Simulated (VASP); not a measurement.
Input of a VASP 6.6.1 run:

INCAR

```
SYSTEM = Ta2Ru3
ALGO = Fast
EDIFF = 1E-7
ENCUT = 520
GGA = PE
ISIF = 2
ISMEAR = 0
LASPH = .True.
LCHARG = .True.
LELF = .True.
LREAL = .False.
LVHAR = .True.
LWAVE = .False.
NBANDS = 75
NELM = 100
PREC = Accurate
SIGMA = 0.1
```

Contents of KPOINTS:

```
k-points
0
Gamma
  6 6 1
  0 0 0
```

POSCAR

```
Ta2Ru3
1.0
    2.7984155748      0.0000000029      0.0000000000
   -1.3992077899      2.4234989766      0.0000000000
    0.0000000000      0.0000000000     23.1066311371
Ta Ru
4 6
Direct
    0.3333333333      0.6666666667      0.0000000000
    0.6666666667      0.3333333333      0.1138746862
    0.6666666667      0.3333333333      0.5000000000
    0.6666666667      0.3333333333      0.8861253138
    0.3333333333      0.6666666667      0.2159331758
    0.3333333333      0.6666666667      0.3976301054
    0.3333333333      0.6666666667      0.6023698946
    0.3333333333      0.6666666667      0.7840668242
    0.6666666667      0.3333333333      0.3070916174
    0.6666666667      0.3333333333      0.6929083826
```

Potentials or basis: VASP PAW PBE potentials, release 64 (Ta_pv, Ru_pv).

Command:

```bash
$ cat potpaw_PBE.64/Ta_pv/POTCAR potpaw_PBE.64/Ru_pv/POTCAR > POTCAR
$ mpirun -np 1 vasp_std > vasp.out
```

(1) Predict the largest force.

(2) Estimate the pressure.

(3) What does it give for the band gap on the k mesh?

## Answers

(1) 0.018 eV/Å.

(2) 0.1 GPa.

(3) zero (band 64 reaches 10.28 eV, above the bottom of band 65 at 8.70 eV).

Caveat: the k points lie up to 0.43 Å⁻¹ apart; spin-orbit coupling is left out, which moves the levels of the heavy elements.
